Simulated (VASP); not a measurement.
**Si7Ge: single point with PBEsol**

Crystal: Si7Ge.

```
CELL_PARAMETERS angstrom
5.45918 0.00000 0.00000
0.00000 5.45918 0.00000
0.00000 0.00000 5.45918
ATOMIC_POSITIONS crystal
Si 0.25945 0.25945 0.25945
Si 0.98995 0.49817 0.49817
Si 0.49817 0.49817 0.98995
Si 0.49817 0.98995 0.49817
Si 0.74570 0.24234 0.74570
Si 0.74570 0.74570 0.24234
Si 0.24234 0.74570 0.74570
Ge 0.00793 0.00793 0.00793
```

This cell differs from its parent crystal: atoms displaced along a vibrational mode.

```json
{"Program": "VASP 6.6.1", "Task": "single point", "Functional": "PBEsol", "Potentials or basis": "VASP PAW PBE potentials, release 64 (Si, Ge_d)", "Cutoff": "520 eV", "k mesh": "6 × 6 × 6", "Occupations": "gaussian, width 0.03 eV", "Spin": "no spin polarisation", "Dipole correction": "no", "Further INCAR settings": "ALGO = Normal; EDIFF = 1e-07; NBANDS = 31"}
```

The pressure is -0.1 GPa and the largest force is 0.284 eV/Å. The band gap on the k mesh is 0.32 eV.

Forces on the atoms (eV/Å):
```
Si  -0.035 -0.035 -0.035
Si   0.072 -0.001 -0.001
Si  -0.001 -0.001  0.072
Si  -0.001  0.072 -0.001
Si   0.031  0.068  0.031
Si   0.031  0.031  0.068
Si   0.068  0.031  0.031
Ge  -0.164 -0.164 -0.164
```

Stress tensor (GPa, compression positive):
```
-0.06  0.09  0.09
 0.09 -0.06  0.09
 0.09  0.09 -0.06
```

Levels at points of the mesh, in eV from the valence-band top:
| k point | band 19 | band 20 | band 21 | band 22 | band 23 | band 24 |
| --- | --- | --- | --- | --- | --- | --- |
| (0.00, 0.00, 0.00) | -0.03 | 0.00 | 0.00 | 0.32 | 0.66 | 0.70 |
| (0.50, 0.00, 0.00) | -1.95 | -1.84 | -1.82 | 0.96 | 1.12 | 3.01 |
| (0.50, 0.50, 0.00) | -1.33 | -1.27 | -1.25 | 2.26 | 2.27 | 2.34 |
| (0.50, 0.50, 0.50) | -1.11 | -1.05 | -1.05 | 0.97 | 1.43 | 1.44 |

Run time: 72 s on 1 thread of Intel(R) Xeon(R) 6975P-C (Granite Rapids), on a shared host, peak memory 0.32 GiB.

Caveat: the cell differs from its parent crystal (atoms displaced along a vibrational mode); the PAW data sets were made with another functional, which shifts forces and pressure a little. A k mesh can miss the band edges.
